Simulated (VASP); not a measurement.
Input of a VASP 6.6.1 run:

Contents of INCAR:

```
SYSTEM = Rh
PREC = Accurate
ENCUT = 520
EDIFF = 1E-7
ISMEAR = 0
SIGMA = 0.05
LREAL = .FALSE.
LASPH = .TRUE.
NELM = 100
ALGO = Fast
ISIF = 2
LWAVE = .FALSE.
LCHARG = .TRUE.
GGA = PE
LELF = .TRUE.
LVHAR = .TRUE.
NBANDS = 14
```

Contents of KPOINTS:

```
Automatic mesh
0
G
  10 10 10
  0 0 0
```

File POSCAR:

```
Rh
1.0
   -1.5080309994      1.5080309994      1.5080309994
    1.5080309994     -1.5080309994      1.5080309994
    1.5080309994      1.5080309994     -1.5080309994
Rh
1
Direct
    0.0000000000      0.0000000000      0.0000000000
```

Potentials or basis: VASP PAW PBE potentials, release 64 (Rh_pv).

Launch:

```sh
$ cat potpaw_PBE.64/Rh_pv/POTCAR > POTCAR
$ mpirun -np 1 vasp_std > vasp.out
```

Predict the pressure.

14.3 GPa.
